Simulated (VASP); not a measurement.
Write the native input for VASP 6.6.1 that does the following.

```yaml
Task: single point
Functional: PBE
Potentials_or_basis: VASP PAW PBE potentials, release 64 (Ge_d, F)
Cutoff: 520 eV
k_mesh: 7 × 5 × 1
Occupations: gaussian, width 0.1 eV
Spin: no spin polarisation
Dipole_correction: yes
Further_INCAR_settings: ALGO = Normal; EDIFF = 1e-06; NBANDS = 54
```

The structure of Ge6F lies in POSCAR:

```
Ge6F
1.0
    4.0740542126      0.0000000000      0.0000000000
    0.0000000000      5.7615827213      0.0000000000
    0.0000000000      0.0000000000     19.5242196736
Ge F
6 1
Direct
    0.5000000000      0.0000000000      0.2048737449
    0.0000000000      0.2500000000      0.2048737449
    0.0000000000      0.5005156572      0.3087424246
    0.5000000000      0.7494843428      0.3087424246
    0.5000000000      0.0069199665      0.4109879835
    0.0000000000      0.2430800335      0.4109879835
    0.8333333333      0.3402532998      0.4923788305
```

One way to write it, as run:

INCAR

```
PREC = Accurate
ENCUT = 520
EDIFF = 1E-6
ISMEAR = 0
SIGMA = 0.1
LREAL = F
LASPH = T
NELM = 60
ALGO = Normal
ISIF = 2
LWAVE = F
LCHARG = F
LDIPOL = T
IDIPOL = 3
DIPOL = 0.5 0.5 0.335
GGA = PE
NBANDS = 54
```

KPOINTS

```
regular mesh
0
Gamma
  7 5 1
```

Potentials or basis: VASP PAW PBE potentials, release 64 (Ge_d, F).

Launch:

```bash
$ cat potpaw_PBE.64/Ge_d/POTCAR potpaw_PBE.64/F/POTCAR > POTCAR
$ mpirun -np 1 vasp_std > vasp.out
```

It gave:

```json
{"Largest force": "0.800 eV/Å", "Band gap on the k mesh": "zero (an odd number of electrons rules out a gap without spin polarisation)"}
```

Caveat: an odd number of electrons without spin polarisation forces a metal; a magnetic or distorted state may lie lower.

Wall time 8.3 min on 1 thread of AMD EPYC 9R45 96-Core Processor (Zen 5) (shared host), peak memory 0.66 GiB.
